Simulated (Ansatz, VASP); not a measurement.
# Two plane-wave programs on BN

INCAR

```
SYSTEM = BN
  ALGO = Normal
  EDIFF = 1E-7
  ENCUT = 520
  ISIF = 2
  ISMEAR = 0
  LASPH = .TRUE.
  LCHARG = .TRUE.
  LELF = .TRUE.
  LREAL = .FALSE.
  LVHAR = .TRUE.
  LWAVE = .FALSE.
  NBANDS = 16
  NELM = 60
  PREC = Accurate
  SIGMA = 0.05
```

Contents of KPOINTS:

```
k-points
0
G
  12 12 4
  0 0 0
```

The input POSCAR:

```
BN
1.0
    2.3514876125      0.0000000000      0.0000000000
   -1.1757438062      2.0364480091      0.0000000000
    0.0000000000      0.0000000000      6.9246607213
B N
2 2
Direct
    0.3333333333      0.6666666667      0.2500000000
    0.6666666667      0.3333333333      0.7500000000
    0.3333333333      0.6666666667      0.7500000000
    0.6666666667      0.3333333333      0.2500000000
```

Input for Ansatz:

```yaml
crystal:
  lattice:
    - [2.3514876125, 0.0, 0.0]
    - [-1.1757438062, 2.0364480091, 0.0]
    - [0.0, 0.0, 6.9246607213]
  atoms:
    - { symbol: B, position: [0.3333333333, 0.6666666667, 0.25] }
    - { symbol: B, position: [0.6666666667, 0.3333333333, 0.75] }
    - { symbol: "N", position: [0.3333333333, 0.6666666667, 0.75] }
    - { symbol: "N", position: [0.6666666667, 0.3333333333, 0.25] }
basis:
  ecutwfc: 520.0
kpoints:
  mp_grid: { grid: [12, 12, 4] }
hamiltonian:
  xc: lda
  pseudopotentials: { kind: paw, azcp: { folder: soft_1 } }
scf:
  occupations: { method: gaussian, width: 0.05 }
output:
  forces: true
  stress: true
  eigenvalues: true
```

Alike in both runs: task single point; functional LDA; k mesh 12 × 12 × 4; occupations gaussian, width 0.05 eV; no spin polarisation.

|  | VASP | Ansatz |
| --- | --- | --- |
| version | VASP 6.6.1 | Ansatz 0.2.0 |
| potentials or method | VASP PAW LDA potentials, release 64 (B, N), cutoff 520 eV | scalar-relativistic, plane waves, PAW |
| valence electrons in the cell | 16 | 16 |

```tsv
	VASP	Ansatz	Ansatz less VASP
gap on the k mesh at the Fermi level (eV)	4.42	4.44	+0.016
least direct gap on the mesh (eV)	4.96	4.97	+0.006
```

Ansatz warns that its potentials were made for another functional, while VASP's fit it. LDA's correlation is that of Perdew and Zunger in VASP and of Perdew and Wang (1992) in Ansatz.
